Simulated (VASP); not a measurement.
# W (Im-3m) in VASP: a series of runs, part 2 of 3

VASP 6.6.1.

### 3 Single point, PBEsol (volume scaled by 1.06)

Input file INCAR:

```
PREC = Accurate ; ENCUT = 520
EDIFF = 1E-7 ; ISMEAR = 0
SIGMA = 0.1 ; LREAL = F
LASPH = T ; NELM = 100
ALGO = Normal ; ISIF = 2
LWAVE = F ; LCHARG = F
GGA = PS ; NBANDS = 13
```

Input file KPOINTS:

```
regular mesh
0
Gamma
  18 18 18
```

Input file POSCAR:

```
W
1.0
   -1.6081065843      1.6081065843      1.6081065843
    1.6081065843     -1.6081065843      1.6081065843
    1.6081065843      1.6081065843     -1.6081065843
W
1
Direct
    0.0000000000      0.0000000000      0.0000000000
```

Potentials or basis: VASP PAW PBE potentials, release 64 (W_sv).

Started as:

```console
$ cat potpaw_PBE.64/W_sv/POTCAR > POTCAR
$ mpirun -np 1 vasp_std > vasp.out
```

OUTCAR:

```text
PREC = Accurate
   ENCUT = 520
   EDIFF = 1E-7
   ISMEAR = 0
   LREAL = F
   LASPH = T
   NELM = 100
   ISIF = 2
   GGA = PS

 ion  position               nearest neighbor table
   1  0.000  0.000  0.000-

  LATTYP: Found a body centered cubic cell.
 ALAT       =     3.2162131686

  Lattice vectors:

 A1 = (  -1.6081065843,   1.6081065843,   1.6081065843)
 A2 = (   1.6081065843,  -1.6081065843,   1.6081065843)
 A3 = (   1.6081065843,   1.6081065843,  -1.6081065843)

Analysis of symmetry for initial positions (statically):
=====================================================================
 Subroutine PRICEL returns:
 Original cell was already a primitive cell.

 Routine SETGRP: Setting up the symmetry group for a
 body centered cubic supercell.

 Subroutine GETGRP returns: Found 48 space group operations
 (whereof 48 operations were pure point group operations)
 out of a pool of 48 trial point group operations.

The static configuration has the point symmetry O_h .

Analysis of symmetry for dynamics (positions and initial velocities):
=====================================================================
 Subroutine PRICEL returns:
 Original cell was already a primitive cell.

 Routine SETGRP: Setting up the symmetry group for a
 body centered cubic supercell.

 Subroutine GETGRP returns: Found 48 space group operations
 (whereof 48 operations were pure point group operations)
 out of a pool of 48 trial point group operations.

The dynamic configuration has the point symmetry O_h .

 Subroutine INISYM returns: Found 48 space group operations
 (whereof 48 operations are pure point group operations),
 and found     1 'primitive' translations

----------------------------------------------------------------------------------------

                                     Primitive cell

  volume of cell :      16.6343

  direct lattice vectors                    reciprocal lattice vectors
    -1.608106584  1.608106584  1.608106584     0.000000000  0.310924664  0.310924664
     1.608106584 -1.608106584  1.608106584     0.310924664  0.000000000  0.310924664
     1.608106584  1.608106584 -1.608106584     0.310924664  0.310924664  0.000000000

  length of vectors
     2.785322308  2.785322308  2.785322308     0.439713877  0.439713877  0.439713877

  position of ions in fractional coordinates (direct lattice)
     0.000000000  0.000000000  0.000000000

  ion indices of the primitive-cell ions
   primitive index   ion index
                 1           1

----------------------------------------------------------------------------------------

 KPOINTS: regular mesh

Automatic generation of k-mesh.
 Grid dimensions read from file:
 generate k-points for:   18   18   18

 Generating k-lattice:

  Cartesian coordinates                     Fractional coordinates (reciprocal lattice)
     0.000000000  0.017273592  0.017273592     0.055555556  0.000000000  0.000000000
     0.017273592  0.000000000  0.017273592     0.000000000  0.055555556  0.000000000
     0.017273592  0.017273592  0.000000000     0.000000000  0.000000000  0.055555556

  Length of vectors
     0.024428549  0.024428549  0.024428549

  Shift w.r.t. Gamma in fractional coordinates (k-lattice)
     0.000000000  0.000000000  0.000000000

 Subroutine IBZKPT returns following result:
 ===========================================

 Found    195 irreducible k-points:

 Following reciprocal coordinates:
            Coordinates               Weight
  0.000000  0.000000  0.000000      1.000000
  0.055556  0.000000  0.000000     12.000000
  0.111111  0.000000  0.000000     12.000000
  0.166667  0.000000  0.000000     12.000000
  0.222222  0.000000  0.000000     12.000000
  0.277778  0.000000  0.000000     12.000000
[... 16 lines left out ...]
  0.333333  0.111111  0.000000     48.000000
  0.388889  0.111111  0.000000     48.000000
 [... further k-points ...]
   k-points           NKPTS =    195   k-points in BZ     NKDIM =    195   number of bands    NBANDS=     13
   number of dos      NEDOS =    301   number of ions     NIONS =      1
   total plane-waves  NPLWV =  13824
   dimension x,y,z NGX =    24 NGY =   24 NGZ =   24
   dimension x,y,z NGXF=    48 NGYF=   48 NGZF=   48
   ions per type =               1
   NGX,Y,Z   is equivalent  to a cutoff of  14.32, 14.32, 14.32 a.u.
   NGXF,Y,Z  is equivalent  to a cutoff of  28.65, 28.65, 28.65 a.u.
 SYSTEM =  unknown system
   PREC   = accura    normal or accurate (medium, high low for compatibility)
   ISTART =      0    job   : 0-new  1-cont  2-samecut
   ICHARG =      2    charge: 1-file 2-atom 10-const
   ISPIN  =      1    spin polarized calculation?
   LNONCOLLINEAR =      F non collinear calculations
   LSORBIT =      F    spin-orbit coupling
   LASPH  =      T    aspherical Exc in radial PAW
   ENCUT  =  520.0 eV  38.22 Ry    6.18 a.u.   5.18  5.18  5.18*2*pi/ulx,y,z
   NELM   =    100;   NELMIN=  2; NELMDL= -5     # of ELM steps
   EDIFF  = 0.1E-06   stopping-criterion for ELM
   LREAL  =      F    real-space projection
   EDIFFG = 0.1E-05   stopping-criterion for IOM
   NSW    =      0    number of steps for IOM
   IBRION =     -1    ionic relax: 0-MD 1-quasi-New 2-CG
   NFREE  =      0    steps in history (QN), initial steepest desc. (CG)
   ISIF   =      2    stress and relaxation
   ISYM   =      2    0-nonsym 1-usesym 2-fastsym
   POTIM  = 0.5000    time-step for ionic-motion
   TEBEG  =    0.0;   TEEND  =   0.0 temperature during run
   PSTRESS=    0.0 pullay stress
   NELECT =      14.0000    total number of electrons
   NUPDOWN=      -1.0000    fix difference up-down
   EMIN   =  10.00;   EMAX   =-10.00  energy-range for DOS
   EFERMI =   0.00;   METHOD = LEGACY
   ISMEAR =     0;   SIGMA  =   0.10  broadening in eV -4-tet -1-fermi 0-gaus
   EFERMI_NEDOS =   21; number of points for ismear=-14 and -15
   IALGO  =     38    algorithm
   IMIX   =      4    mixing-type and parameters
     AMIX     =   0.40;   BMIX     =  1.00
     AMIX_MAG =   1.60;   BMIX_MAG =  1.00
  volume/ion in A,a.u.               =      16.63       112.25
  Fermi-wavevector in a.u.,A,eV,Ry     =   1.545667  2.920888 32.505507  2.389087
  Thomas-Fermi vector in A             =   2.651013
   LORBIT       =      0    0 simple, 1 ext, 2 COOP (PROOUT), +10 PAW based schemes
   GGA     = PS    functional components
   LHFCALC =     F    Hartree Fock is set to
   AEXX    =    0.0000 exact exchange contribution
   IVDW    =     0    specifies the selected vdW correction
   LEPSILON=     F    determine dielectric tensor
   LRPA    =     F    only Hartree local field effects (RPA)
 non-spin polarized calculation
 Gauss-broadening in eV      SIGMA  =   0.10
  energy-cutoff  :      520.00
  volume of cell :       16.63
 maximum number of plane-waves:       468
 NGX is ok and might be reduce to    24
   NGX = 11   NGY = 11   NGZ = 11

 number of electron      14.0000000 magnetization

 Free energy of the ion-electron system (eV)
  ---------------------------------------------------
  ext. energy  EPLUGINS =         0.00000000
  ---------------------------------------------------
  free energy    TOTEN  =       -13.75319066 eV

  energy without entropy =      -13.74941834  energy(sigma->0) =      -13.75130450

 E-fermi :  10.5883     XC(G=0): -13.4892

 val. band max:       10.5871361165   @ k =  -0.2778   0.3333   0.2222
 cond. band min:      10.5931437386   @ k =   0.5000   0.5000   0.2222
 fundamental gap:      0.0060076221
 Fermi energy:        10.5882579739

 k-point     1 :       0.0000    0.0000    0.0000
  band No.  band energies     occupation
      1     -63.6165      2.00000
      2     -27.2400      2.00000
      3     -27.2400      2.00000
      4     -27.2400      2.00000
      5       1.2084      2.00000
      6       9.4383      2.00000
      7       9.4383      2.00000
      8       9.4383      2.00000
      9      12.7141      0.00000
     10      12.7141      0.00000
     11      25.0209      0.00000
     12      25.0209      0.00000
     13      25.0209      0.00000
[... 353 lines left out ...]
 k-point    24 :       0.3889    0.1111    0.0000
  band No.  band energies     occupation
      1     -63.5080      2.00000
      2     -28.2739      2.00000
      3     -27.6304      2.00000
      4     -27.2935      2.00000
      5       5.0189      2.00000
      6       7.3863      2.00000
      7       9.9493      2.00000
      8      12.4829      0.00000
      9      13.7139      0.00000
     10      16.6175      0.00000
     11      20.8195      0.00000
     12      22.9256      0.00000
     13      26.7008      0.00000

 [... further k-points ...]
[... 5 lines left out ...]
  --------------------------------------------------------------------------------------
  -------------------------------------------------------------------------------------
  Total       -1.6988072     -1.6988072     -1.6988072      0.0000000     -0.0000000      0.0000000
  in kB     -163.6252008   -163.6252008   -163.6252008      0.0000000     -0.0000000      0.0000000
  external PRESSURE =    -163.6252008 kB  Pullay stress =       0.0000000 kB

 VOLUME and BASIS-vectors are now :
 -----------------------------------------------------------------------------
  energy-cutoff  :      520.00
  volume of cell :       16.63
      direct lattice vectors                 reciprocal lattice vectors
    -1.608106584  1.608106584  1.608106584     0.000000000  0.310924664  0.310924664
     1.608106584 -1.608106584  1.608106584     0.310924664  0.000000000  0.310924664
     1.608106584  1.608106584 -1.608106584     0.310924664  0.310924664  0.000000000

 POSITION                                       TOTAL-FORCE (eV/Angst)
 -----------------------------------------------------------------------------------
      0.00000      0.00000      0.00000         0.000000      0.000000      0.000000
 -----------------------------------------------------------------------------------
    total drift:                               -0.000000     -0.000000     -0.000000

  FREE ENERGIE OF THE ION-ELECTRON SYSTEM (eV)
  ---------------------------------------------------
  free  energy   TOTEN  =       -13.7531906631 eV

  energy  without entropy=      -13.7494183373  energy(sigma->0) =      -13.75130450
```

stdout:

```text
POSCAR found type information on POSCAR W
 POSCAR found :  1 types and       1 ions
 scaLAPACK will be used
 -----------------------------------------------------------------------------
|                                                                             |
|                                                                             |
|     You enforced a specific xc type in the INCAR file but a different       |
|     I HOPE YOU KNOW WHAT YOU ARE DOING!                                     |
|                                                                             |
 -----------------------------------------------------------------------------

 LDA part: xc-table for (Slater+PW92), standard interpolation
 POSCAR, INCAR and KPOINTS ok, starting setup
 FFT: planning ... GRIDC
 FFT: planning ... GRID_SOFT
 FFT: planning ... GRID
 WAVECAR not read
 entering main loop
```

It took 22 s on 1 thread of Intel Xeon Platinum 8259CL at 2.50GHz (Skylake/Cascade Lake), shared host; peak memory 0.17 GiB.

What came out:

- Free energy: -13.7532 eV
- Pressure: -16.4 GPa
- Band gap on the k mesh: zero (band 7 reaches 15.43 eV, above the bottom of band 8 at 9.44 eV)

Caveat: the PAW data sets were made with another functional, which shifts forces and pressure a little; spin-orbit coupling is left out, which moves the levels of the heavy elements.

(Part 2 of 3 ends here.)
